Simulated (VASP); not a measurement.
Write the native input for VASP 6.6.1 that does the following.

* Task: single point
* Functional: revPBE
* Potentials or basis: VASP PAW PBE potentials, release 64 (Ru_pv)
* Cutoff: 520 eV
* k mesh: 10 × 10 × 13
* Occupations: fermi-dirac, width 0.1 eV
* Spin: no spin polarisation
* Dipole correction: no
* Further INCAR settings: ALGO = Normal; EDIFF = 1e-06; NBANDS = 28

The structure of Ru lies in POSCAR:

```
Ru
1.0
    4.3955503892      0.0000000000      0.0000000000
   -2.1977751946      3.8066583007      0.0000000000
    0.0000000000      0.0000000000      2.7635362233
Ru
3
Direct
    0.0000000000      0.0000000000      0.0000000000
    0.3333333333      0.6666666667      0.5000000000
    0.6666666667      0.3333333333      0.5000000000
```

This cell differs from its parent crystal: volume scaled by 1.08.

One way to write it, as run:

INCAR

```
  ALGO = Normal
  EDIFF = 1E-6
  ENCUT = 520
  GGA = RE
  ISIF = 2
  ISMEAR = -1
  LASPH = True
  LCHARG = True
  LELF = True
  LREAL = False
  LVHAR = True
  LWAVE = False
  NBANDS = 28
  NELM = 60
  PREC = Accurate
  SIGMA = 0.1
```

KPOINTS

```
k-points
0
Gamma
  10 10 13
```

Potentials or basis: VASP PAW PBE potentials, release 64 (Ru_pv).

Run with:

```sh
$ cat potpaw_PBE.64/Ru_pv/POTCAR > POTCAR
$ mpirun -np 1 vasp_std > vasp.out
```

It gave:

* Pressure: -17.9 GPa
* Band gap on the k mesh: zero (band 21 reaches 11.74 eV, above the bottom of band 22 at 9.75 eV)

Caveat: the PAW data sets were made with another functional, which shifts forces and pressure a little.

It took 44 s on 1 thread of Intel(R) Xeon(R) 6975P-C (Granite Rapids), with other jobs on the host, peak memory 0.24 GiB.
